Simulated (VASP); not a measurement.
# Mo (P6/mmm) in VASP: further runs

Mo is run at these levels: PBEsol; tasks: single point.

All numbers are computed with VASP 6.6.1; they aren't measurements. Logs are shortened: lines on timing, memory, paths and dates and some standing lists are left out, and cuts for length are marked.

## Step 1: The cell of the first run

Symmetry: P6/mmm, No. 191, hexagonal system. Conventional cell: a = 2.657 Å, b = 2.657 Å, c = 2.656 Å, α = 90.00°, β = 90.00°, γ = 120.00°. Within 3.5 Å of Mo (site symmetry 6/mmm) lie 8 Mo at 2.66 Å.

This isn't the form of Mo at room conditions, which is bcc.

## Step 2: Single point, PBEsol

INCAR reads:

```
SYSTEM = Mo
ALGO = Fast
EDIFF = 1E-6
ENCUT = 520
GGA = PS
ISIF = 2
ISMEAR = 0
LASPH = .True.
LCHARG = .False.
LREAL = .False.
LWAVE = .False.
NBANDS = 13
NELM = 80
PREC = Accurate
SIGMA = 0.15
```

KPOINTS reads:

```
k-points
0
Gamma
  30 30 26
  0 0 0
```

POSCAR reads:

```
Mo
1.0
    2.6565806888      0.0000000000      0.0000000000
   -1.3282903444      2.3006663637      0.0000000000
    0.0000000000      0.0000000000      2.6555565127
Mo
1
Direct
    0.0000000000      0.0000000000      0.5000000000
```

Potentials or basis: VASP PAW PBE potentials, release 64 (Mo_sv).

Run with:

```console
$ cat potpaw_PBE.64/Mo_sv/POTCAR > POTCAR
$ mpirun -np 1 vasp_std > vasp.out
```

OUTCAR:

```text
SYSTEM = Mo
   EDIFF = 1E-6
   ENCUT = 520
   GGA = PS
   ISIF = 2
   ISMEAR = 0
   LASPH = .True.
   LREAL = .False.
   NELM = 80
   PREC = Accurate

 ion  position               nearest neighbor table
   1  0.000  0.000  0.500-

  LATTYP: Found a hexagonal cell.
 ALAT       =     2.6565806888
 C/A-ratio  =     0.9996144758

  Lattice vectors:

 A1 = (   2.6565806888,   0.0000000000,   0.0000000000)
 A2 = (  -1.3282903444,   2.3006663637,   0.0000000000)
 A3 = (   0.0000000000,   0.0000000000,   2.6555565127)

Analysis of symmetry for initial positions (statically):
=====================================================================
 Subroutine PRICEL returns:
 Original cell was already a primitive cell.

 Routine SETGRP: Setting up the symmetry group for a
 hexagonal supercell.

 Subroutine GETGRP returns: Found 24 space group operations
 (whereof 24 operations were pure point group operations)
 out of a pool of 24 trial point group operations.

The static configuration has the point symmetry D_6h.

Analysis of symmetry for dynamics (positions and initial velocities):
=====================================================================
 Subroutine PRICEL returns:
 Original cell was already a primitive cell.

 Routine SETGRP: Setting up the symmetry group for a
 hexagonal supercell.

 Subroutine GETGRP returns: Found 24 space group operations
 (whereof 24 operations were pure point group operations)
 out of a pool of 24 trial point group operations.

The dynamic configuration has the point symmetry D_6h.

 Subroutine INISYM returns: Found 24 space group operations
 (whereof 24 operations are pure point group operations),
 and found     1 'primitive' translations

----------------------------------------------------------------------------------------

                                     Primitive cell

  volume of cell :      16.2305

  direct lattice vectors                    reciprocal lattice vectors
     2.656580689  0.000000000  0.000000000     0.376423726  0.217328339  0.000000000
    -1.328290344  2.300666364  0.000000000     0.000000000  0.434656679  0.000000000
     0.000000000  0.000000000  2.655556513     0.000000000  0.000000000  0.376568902

  length of vectors
     2.656580689  2.656580689  2.655556513     0.434656679  0.434656679  0.376568902

  position of ions in fractional coordinates (direct lattice)
     0.000000000  0.000000000  0.500000000

  ion indices of the primitive-cell ions
   primitive index   ion index
                 1           1

----------------------------------------------------------------------------------------

 KPOINTS: k-points

Automatic generation of k-mesh.
 Grid dimensions read from file:
 generate k-points for:   30   30   26

 Generating k-lattice:

  Cartesian coordinates                     Fractional coordinates (reciprocal lattice)
     0.012547458  0.007244278  0.000000000     0.033333333  0.000000000  0.000000000
     0.000000000  0.014488556  0.000000000     0.000000000  0.033333333  0.000000000
     0.000000000  0.000000000  0.014483419     0.000000000  0.000000000  0.038461538

  Length of vectors
     0.014488556  0.014488556  0.014483419

  Shift w.r.t. Gamma in fractional coordinates (k-lattice)
     0.000000000  0.000000000  0.000000000

 Subroutine IBZKPT returns following result:
 ===========================================

 Found   1274 irreducible k-points:

 Following reciprocal coordinates:
            Coordinates               Weight
  0.000000  0.000000  0.000000      1.000000
  0.033333 -0.000000  0.000000      6.000000
  0.066667 -0.000000  0.000000      6.000000
  0.100000 -0.000000  0.000000      6.000000
  0.133333 -0.000000  0.000000      6.000000
  0.166667 -0.000000  0.000000      6.000000
[... 16 lines left out ...]
  0.233333  0.033333  0.000000     12.000000
  0.266667  0.033333  0.000000     12.000000
 [... further k-points ...]
   k-points           NKPTS =   1274   k-points in BZ     NKDIM =   1274   number of bands    NBANDS=     13
   number of dos      NEDOS =    301   number of ions     NIONS =      1
   total plane-waves  NPLWV =   8000
   dimension x,y,z NGX =    20 NGY =   20 NGZ =   20
   dimension x,y,z NGXF=    40 NGYF=   40 NGZF=   40
   ions per type =               1
   NGX,Y,Z   is equivalent  to a cutoff of  12.52, 12.52, 12.52 a.u.
   NGXF,Y,Z  is equivalent  to a cutoff of  25.03, 25.03, 25.04 a.u.
 SYSTEM =  Mo
   PREC   = accura    normal or accurate (medium, high low for compatibility)
   ISTART =      0    job   : 0-new  1-cont  2-samecut
   ICHARG =      2    charge: 1-file 2-atom 10-const
   ISPIN  =      1    spin polarized calculation?
   LNONCOLLINEAR =      F non collinear calculations
   LSORBIT =      F    spin-orbit coupling
   LASPH  =      T    aspherical Exc in radial PAW
   ENCUT  =  520.0 eV  38.22 Ry    6.18 a.u.   4.94  4.94  4.94*2*pi/ulx,y,z
   NELM   =     80;   NELMIN=  2; NELMDL= -5     # of ELM steps
   EDIFF  = 0.1E-05   stopping-criterion for ELM
   LREAL  =      F    real-space projection
   EDIFFG = 0.1E-04   stopping-criterion for IOM
   NSW    =      0    number of steps for IOM
   IBRION =     -1    ionic relax: 0-MD 1-quasi-New 2-CG
   NFREE  =      0    steps in history (QN), initial steepest desc. (CG)
   ISIF   =      2    stress and relaxation
   ISYM   =      2    0-nonsym 1-usesym 2-fastsym
   POTIM  = 0.5000    time-step for ionic-motion
   TEBEG  =    0.0;   TEEND  =   0.0 temperature during run
   PSTRESS=    0.0 pullay stress
   NELECT =      14.0000    total number of electrons
   NUPDOWN=      -1.0000    fix difference up-down
   EMIN   =  10.00;   EMAX   =-10.00  energy-range for DOS
   EFERMI =   0.00;   METHOD = LEGACY
   ISMEAR =     0;   SIGMA  =   0.15  broadening in eV -4-tet -1-fermi 0-gaus
   EFERMI_NEDOS =   21; number of points for ismear=-14 and -15
   IALGO  =     68    algorithm
   IMIX   =      4    mixing-type and parameters
     AMIX     =   0.40;   BMIX     =  1.00
     AMIX_MAG =   1.60;   BMIX_MAG =  1.00
  volume/ion in A,a.u.               =      16.23       109.53
  Fermi-wavevector in a.u.,A,eV,Ry     =   1.558380  2.944912 33.042416  2.428549
  Thomas-Fermi vector in A             =   2.661893
   LORBIT       =      0    0 simple, 1 ext, 2 COOP (PROOUT), +10 PAW based schemes
   GGA     = PS    functional components
   LHFCALC =     F    Hartree Fock is set to
   AEXX    =    0.0000 exact exchange contribution
   IVDW    =     0    specifies the selected vdW correction
   LEPSILON=     F    determine dielectric tensor
   LRPA    =     F    only Hartree local field effects (RPA)
 non-spin polarized calculation
 RMM-DIIS sequential band-by-band and
 Gauss-broadening in eV      SIGMA  =   0.15
  energy-cutoff  :      520.00
  volume of cell :       16.23
 maximum number of plane-waves:       454
 NGX is ok and might be reduce to    20

 number of electron      13.9999999 magnetization

 Free energy of the ion-electron system (eV)
  ---------------------------------------------------
  ext. energy  EPLUGINS =         0.00000000
  ---------------------------------------------------
  free energy    TOTEN  =       -10.77978889 eV

  energy without entropy =      -10.76959019  energy(sigma->0) =      -10.77468954

 E-fermi :  11.9062     XC(G=0): -13.2143

 val. band max:       11.9054499288   @ k =   0.5000  -0.0000   0.4615
 cond. band min:      11.9062732865   @ k =   0.0667   0.0667   0.3462
 fundamental gap:      0.0008233577
 Fermi energy:        11.9061666443

 k-point     1 :       0.0000    0.0000    0.0000
  band No.  band energies     occupation
      1     -49.1823      2.00000
      2     -22.6530      2.00000
      3     -22.2823      2.00000
      4     -22.2823      2.00000
      5       4.8675      2.00000
      6       7.4066      2.00000
      7      10.8996      2.00000
      8      10.8996      2.00000
      9      15.8274      0.00000
     10      15.8274      0.00000
     11      25.2315      0.00000
     12      25.9704      0.00000
     13      33.4821      0.00000

 k-point     2 :       0.0333   -0.0000    0.0000
  band No.  band energies     occupation
      1     -49.1790      2.00000
      2     -22.6506      2.00000
      3     -22.3033      2.00000
      4     -22.2869      2.00000
      5       4.9148      2.00000
      6       7.4316      2.00000
      7      10.8493      2.00000
      8      10.9445      2.00000
      9      15.7585      0.00000
     10      15.8173      0.00000
     11      25.3454      0.00000
     12      26.0800      0.00000
     13      33.0393      0.00000

 k-point     3 :       0.0667   -0.0000    0.0000
  band No.  band energies     occupation
      1     -49.1691      2.00000
      2     -22.6435      2.00000
      3     -22.3651      2.00000
      4     -22.3006      2.00000
      5       5.0537      2.00000
      6       7.5060      2.00000
      7      10.7074      2.00000
      8      11.0784      2.00000
      9      15.5618      0.00000
     10      15.7875      0.00000
     11      25.6758      0.00000
     12      26.3970      0.00000
     13      32.1340      0.00000
[... 305 lines left out ...]
 k-point    23 :       0.2333    0.0333    0.0000
  band No.  band energies     occupation
      1     -49.0260      2.00000
      2     -23.2066      2.00000
      3     -22.5407      2.00000
      4     -22.4992      2.00000
      5       6.7552      2.00000
      6       8.1797      2.00000
      7      10.1328      2.00000
      8      13.3147      0.00000
      9      13.4513      0.00000
     10      15.3618      0.00000
     11      26.1369      0.00000
     12      29.2651      0.00000
     13      30.2192      0.00000

 k-point    24 :       0.2667    0.0333    0.0000
  band No.  band energies     occupation
      1     -48.9934      2.00000
      2     -23.3866      2.00000
      3     -22.5426      2.00000
      4     -22.5175      2.00000
      5       6.9668      2.00000
      6       8.1713      2.00000
      7      10.5286      2.00000
      8      13.0823      0.00000
      9      13.9142      0.00000
     10      15.2715      0.00000
     11      25.3350      0.00000
     12      28.8600      0.00000
     13      30.6010      0.00000

 [... further k-points ...]

------------------------ aborting loop because EDIFF is reached ----------------------------------------

  FORCE on cell =-STRESS in cart. coord.  units (eV):
  Direction    XX          YY          ZZ          XY          YZ          ZX
  --------------------------------------------------------------------------------------
  -------------------------------------------------------------------------------------
  Total        1.2882304      1.2882304     -1.6158113      0.0000000      0.0000000      0.0000000
  in kB      127.1662714    127.1662714   -159.5030654      0.0000000      0.0000000      0.0000000
  external PRESSURE =      31.6098258 kB  Pullay stress =       0.0000000 kB

 VOLUME and BASIS-vectors are now :
 -----------------------------------------------------------------------------
  energy-cutoff  :      520.00
  volume of cell :       16.23
      direct lattice vectors                 reciprocal lattice vectors
     2.656580689  0.000000000  0.000000000     0.376423726  0.217328339  0.000000000
    -1.328290344  2.300666364  0.000000000     0.000000000  0.434656679  0.000000000
     0.000000000  0.000000000  2.655556513     0.000000000  0.000000000  0.376568902

 POSITION                                       TOTAL-FORCE (eV/Angst)
 -----------------------------------------------------------------------------------
      0.00000      0.00000      1.32778         0.000000      0.000000      0.000000
 -----------------------------------------------------------------------------------
    total drift:                                0.000000      0.000000     -0.000000

  FREE ENERGIE OF THE ION-ELECTRON SYSTEM (eV)
  ---------------------------------------------------
  free  energy   TOTEN  =       -10.7797888925 eV

  energy  without entropy=      -10.7695901888  energy(sigma->0) =      -10.77468954
```

Run time: 2.6 min. Hardware: 1 thread of Intel Xeon 8259CL, shared host; peak memory 0.34 GiB.

Results:

```yaml
Free_energy: -10.7798 eV
Pressure: 3.2 GPa
Band_gap_on_the_k_mesh: zero (bands 7 and 8 overlap by 1.97 eV)
```

Caveat: the cell stands under pressure; the PAW data sets were made with another functional, which shifts forces and pressure a little.

## Step 3: Single point, PBEsol

This run uses another cell than the first one, of the same volume but with other edges.

INCAR reads:

```
SYSTEM = Mo
PREC = Accurate ; ENCUT = 520
EDIFF = 1E-6 ; ISMEAR = 0
SIGMA = 0.15 ; LREAL = .FALSE.
LASPH = .TRUE. ; NELM = 100
ALGO = Fast ; ISIF = 2
LWAVE = .FALSE. ; LCHARG = .FALSE.
GGA = PS ; NBANDS = 13
```

KPOINTS reads:

```
regular mesh
0
G
  30 30 26
  0 0 0
```

POSCAR reads:

```
Mo
1.0
    2.7799063276      0.0000000000      0.0000000000
   -1.3899531638      2.4074694998      0.0000000000
    0.0000000000      0.0000000000      2.4251647474
Mo
1
Direct
    0.0000000000      0.0000000000      0.5000000000
```

Potentials or basis: VASP PAW PBE potentials, release 64 (Mo_sv).

Run with:

```console
$ cat potpaw_PBE.64/Mo_sv/POTCAR > POTCAR
$ mpirun -np 1 vasp_std > vasp.out
```

Wall time 2.4 min (1 thread of Intel Xeon 8259CL, shared host); peak memory 0.35 GiB.

It converged, with:

```
Free energy            : -10.8584 eV
Pressure               : 1.7 GPa
Band gap on the k mesh : zero (bands 7 and 8 overlap by 1.84 eV)
```

Stress tensor (GPa, compression positive):
```
-2.63  0.00  0.00
 0.00 -2.63  0.00
 0.00  0.00 10.43
```

Levels at points of the mesh, in eV from the Fermi level:
```tsv
k point	band 3	band 4	band 5	band 6	band 7	band 8	band 9	band 10	band 11	band 12
(0.00, 0.00, 0.00)	-34.22	-33.64	-6.73	-4.45	-0.93	-0.93	4.70	4.70	12.63	17.93
(0.50, 0.00, 0.00)	-34.51	-33.52	-4.85	-3.49	0.91	2.10	4.14	4.16	9.80	12.98
(0.00, 0.00, 0.50)	-33.95	-33.95	-3.15	0.17	0.17	0.24	0.24	0.72	12.14	16.52
(0.50, 0.00, 0.50)	-35.06	-34.22	-5.50	-2.83	-1.01	4.72	6.78	6.91	7.54	17.05
```

Caveat: the PAW data sets were made with another functional, which shifts forces and pressure a little.

[end of part 1 of 2]
